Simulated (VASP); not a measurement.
Wanted: the native input for a VASP 6.6.1 run.

```
Task                   : electric field gradients
Functional             : PBE
Potentials or basis    : VASP PAW PBE potentials, release 64 (Zn, S)
Cutoff                 : 520 eV
k mesh                 : 9 × 9 × 9
Occupations            : fermi-dirac, width 0.01 eV
Spin                   : no spin polarisation
Dipole correction      : no
Further INCAR settings : ALGO = Normal; EDIFF = 1e-08; NBANDS = 16
```

The structure of ZnS lies in POSCAR:

```
ZnS
1.0
    0.0000000000      2.7225621114      2.7225621114
    2.7225621114      0.0000000000      2.7225621114
    2.7225621114      2.7225621114      0.0000000000
Zn S
1 1
Direct
    0.0000000000      0.0000000000      0.0000000000
    0.7500000000      0.7500000000      0.7500000000
```

This cell differs from its parent crystal: volume scaled by 1.02.

The input as run:

INCAR

```
SYSTEM = ZnS
PREC = Accurate
ENCUT = 520
EDIFF = 1E-8
ISMEAR = -1
SIGMA = 0.01
LREAL = .FALSE.
LASPH = .TRUE.
NELM = 80
ALGO = Normal
ISIF = 2
LWAVE = .FALSE.
LCHARG = .FALSE.
GGA = PE
LEFG = .TRUE.
NBANDS = 16
```

KPOINTS

```
regular mesh
0
G
  9 9 9
  0 0 0
```

Potentials or basis: VASP PAW PBE potentials, release 64 (Zn, S).

Command:

```sh
$ cat potpaw_PBE.64/Zn/POTCAR potpaw_PBE.64/S/POTCAR > POTCAR
$ mpirun -np 1 vasp_std > vasp.out
```

Results of the run:

```yaml
Pressure: 0.1 GPa
Band_gap_on_the_k_mesh: 2.02 eV, direct
```

Caveat: without QUAD_EFG the Cq values of the log hold for a quadrupole moment of 1 mb, not for the nuclei.

It took 19 s on 1 thread of Intel Xeon 6975P-C, with other jobs on the host, peak memory 0.17 GiB.
